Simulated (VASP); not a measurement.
Wanted: the native input for a VASP 6.6.1 run.

```yaml
Task: relaxation of cell and atoms
Functional: PBE
Potentials_or_basis: VASP PAW PBE potentials, release 64 (Mn_pv, S)
Cutoff: 600 eV
k_mesh: 9 × 9 × 9
Occupations: fermi-dirac, width 0.05 eV
Spin: collinear spin, ferromagnetic start
Starting_moments: "[4.0, 0.0] μB"
Dipole_correction: no
Further_INCAR_settings: ALGO = Normal; EDIFF = 1e-06; IBRION = 2; EDIFFG = -0.01; NSW = 60; ISIF = 3
```

The structure of MnS lies in POSCAR:

```
MnS
1.0
    0.0000000000      2.4734634191      2.4734634191
    2.4734634191      0.0000000000      2.4734634191
    2.4734634191      2.4734634191      0.0000000000
Mn S
1 1
Direct
    0.0000000000      0.0000000000      0.0000000000
    0.7500000000      0.7500000000      0.7500000000
```

The input as run:

INCAR

```
SYSTEM = MnS
  PREC = Accurate
  ENCUT = 600
  EDIFF = 1E-6
  ISMEAR = -1
  SIGMA = 0.05
  LREAL = .FALSE.
  LASPH = .TRUE.
  NELM = 150
  ALGO = Normal
  ISIF = 3
  LWAVE = .FALSE.
  LCHARG = .FALSE.
  ISPIN = 2
  MAGMOM = 4 0
  LORBIT = 11
  LMAXMIX = 4
  GGA = PE
  IBRION = 2
  NSW = 60
  EDIFFG = -0.01
```

KPOINTS

```
regular mesh
0
G
  9 9 9
  0 0 0
```

Potentials or basis: VASP PAW PBE potentials, release 64 (Mn_pv, S).

The run is started by

```console
$ cat potpaw_PBE.64/Mn_pv/POTCAR potpaw_PBE.64/S/POTCAR > POTCAR
$ mpirun -np 1 vasp_std > vasp.out
```

Results of the run:

The relaxed volume is 15.47 Å³/atom. The relaxed cell is a = 3.524 Å, b = 3.524 Å, c = 3.524 Å, α = 60.00°, β = 60.00°, γ = 60.00°. The space group after relaxing (to 0.1 Å) is F-43m (No. 216). The energy gained by relaxing is 3.1 meV/atom, the ionic steps are 3 and the pressure after relaxing is 0.0 GPa. The net moment is -0.24 μB per cell, the site moments are Mn -0.23; S +0.01 μB and the valence electrons inside the program's atomic spheres are Mn 11.99; S 3.74.

It took 3.2 min on 1 thread of Intel(R) Xeon(R) Platinum 8375C CPU @ 2.90GHz (Ice Lake), with other jobs on the host, peak memory 0.19 GiB.
